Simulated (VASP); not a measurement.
Input of a VASP 6.6.1 run:

The input INCAR:

```
  PREC = Accurate
  ENCUT = 520
  EDIFF = 1E-6
  ISMEAR = -1
  SIGMA = 0.05
  LREAL = Auto
  LASPH = True
  NELM = 100
  ALGO = Normal
  ISIF = 2
  LWAVE = False
  LCHARG = False
  GGA = PS
  NBANDS = 82
```

The input KPOINTS:

```
regular mesh
0
Gamma
  2 3 3
```

Contents of POSCAR:

```
Zn8O7
1.0
   -3.2200000000     -5.5772040000      0.0000000000
    4.8300000000     -2.7886020000      0.0000000000
    0.0000000000      0.0000000000      5.2000000000
Zn O
8 7
Direct
    0.4904499684      0.3195567077      0.0182705769
    0.4683085017      0.6903021481      0.4087255769
    0.2536381386      0.8206633140      0.0217876923
    0.2740388891      0.1419360710      0.5270113462
   -0.0049510540      0.3430421545      0.0208586538
   -0.0071459126      0.6412081080      0.5012723077
    0.7285986042      0.8359636657     -0.0325782692
    0.7581053620      0.1461143407      0.5080901923
    0.5106867541      0.3284942750      0.3918169231
    0.4744598854      0.7662285364      0.7703946154
    0.2393748173      0.1705326939      0.9009688462
    0.0190299636      0.3068673877      0.3989234615
   -0.0065667827      0.6743842567      0.8747898077
    0.7655331544      0.8229293493      0.3490955769
    0.7454505542      0.1887738685      0.8861234615
```

Potentials or basis: VASP PAW PBE potentials, release 64 (Zn, O).

Launch:

```sh
$ cat potpaw_PBE.64/Zn/POTCAR potpaw_PBE.64/O/POTCAR > POTCAR
$ mpirun -np 1 vasp_std > vasp.out
```

Task: Predict the band gap on the k mesh.

Result: 1.04 eV.

Task: Predict the pressure.

Result: -1.9 GPa.

Task: Predict the largest force.

Result: 1.086 eV/Å.

Forces on the atoms (eV/Å):
```
Zn   0.018 -0.030 -0.193
Zn   0.199  0.107  0.333
Zn   0.194  0.071  0.327
Zn  -0.018  0.134 -0.233
Zn   0.000 -0.038 -0.111
Zn   0.082 -0.259 -0.126
Zn  -0.063 -0.051 -0.029
Zn   0.061 -0.017 -0.085
O    0.092  0.042 -0.122
O   -0.745  0.000  0.791
O   -0.017 -0.014 -0.244
O    0.099  0.034 -0.125
O    0.003 -0.104 -0.050
O    0.110  0.163 -0.024
O   -0.014 -0.039 -0.108
```

Caveat: the k points lie up to 0.49 Å⁻¹ apart; the PAW data sets were made with another functional, which shifts forces and pressure a little.
